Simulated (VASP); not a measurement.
A run of VASP 6.6.1:

POSCAR

```
Li3Ca
1.0
    0.0000000000      3.6549897758      3.6549897758
    3.6549897758      0.0000000000      3.6549897758
    3.6549897758      3.6549897758      0.0000000000
Li Ca
3 1
Direct
    0.7500000000      0.7500000000      0.7500000000
    0.2500000000      0.2500000000      0.2500000000
    0.0000000000      0.0000000000      0.0000000000
    0.5000000000      0.5000000000      0.5000000000
```

INCAR.step1

```
SYSTEM = Li3Ca
PREC = Accurate
ENCUT = 520
ISMEAR = -1
SIGMA = 0.1
LREAL = .False.
LASPH = .True.
NELM = 80
NBANDS = 18
GGA = PE
ALGO = Normal
EDIFF = 1E-4
LWAVE = .True.
LCHARG = .False.
```

File INCAR.step2:

```
SYSTEM = Li3Ca
PREC = Accurate
ENCUT = 520
EDIFF = 1E-6
ISMEAR = -1
SIGMA = 0.1
LREAL = .False.
LASPH = .True.
NELM = 80
ALGO = Normal
ISIF = 2
LWAVE = .False.
LCHARG = .False.
METAGGA = R2SCAN
LMIXTAU = .True.
NBANDS = 18
ISTART = 1
```

Contents of KPOINTS:

```
Automatic mesh
0
Gamma
  7 7 7
  0 0 0
```

Potentials or basis: VASP PAW PBE potentials, release 64 (Li_sv, Ca_sv).

Launch:

```bash
$ cat potpaw_PBE.64/Li_sv/POTCAR potpaw_PBE.64/Ca_sv/POTCAR > POTCAR
$ cp INCAR.step1 INCAR
$ mpirun -np 1 vasp_std > vasp.out
$ cp INCAR.step2 INCAR
$ mpirun -np 1 vasp_std > vasp.out
```

Hardware: 1 thread of Intel Xeon 8259CL, with other jobs on the host.

Problem. Estimate the wall time of this run.

Solution. Wall time 3.3 min on 1 thread of Intel Xeon 8259CL (shared host), peak memory 0.27 GiB. Counts: k points 20.
